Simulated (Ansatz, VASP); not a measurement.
**RbSi6: VASP beside Ansatz**

```
CELL_PARAMETERS angstrom
-3.40757 3.40775 3.40664
3.40301 -3.40348 3.39775
3.40089 3.39691 -3.40232
ATOMIC_POSITIONS crystal
Rb 0.00000 0.99999 0.00003
Si 0.75013 0.25012 0.50022
Si 0.24987 0.74989 0.49978
Si 0.49996 0.25014 0.74981
Si 0.75011 0.50028 0.25016
Si 0.50004 0.74986 0.25017
Si 0.24989 0.49973 0.74983
```

Change from the starting cell: cell x1, atoms moved at random (sigma 0.1 Å) and cell strained at random (1.5 %), then relaxed without symmetry.

Alike in both runs: functional PBE; k mesh 4 × 4 × 4; occupations gaussian, width 0.2 eV; no spin polarisation.

Ansatz relaxed the structure, and its values are those at the end. VASP's run is a single point on that final structure, the one shown.

|  | VASP | Ansatz |
| --- | --- | --- |
| version | VASP 6.6.1 | Ansatz 0.2.0 |
| potentials or method | VASP PAW PBE potentials, release 64 (Rb_sv, Si), cutoff 520 eV | scalar-relativistic, plane waves, PAW |
| valence electrons in the cell | 33 | 33 |

```csv
,VASP,Ansatz,Ansatz less VASP
gap on the k mesh at the Fermi level (eV),none,none,-
pressure (GPa),0.0,0.0,+0.03
```

A gap of «none» marks a metal or a gap that the smearing closes.
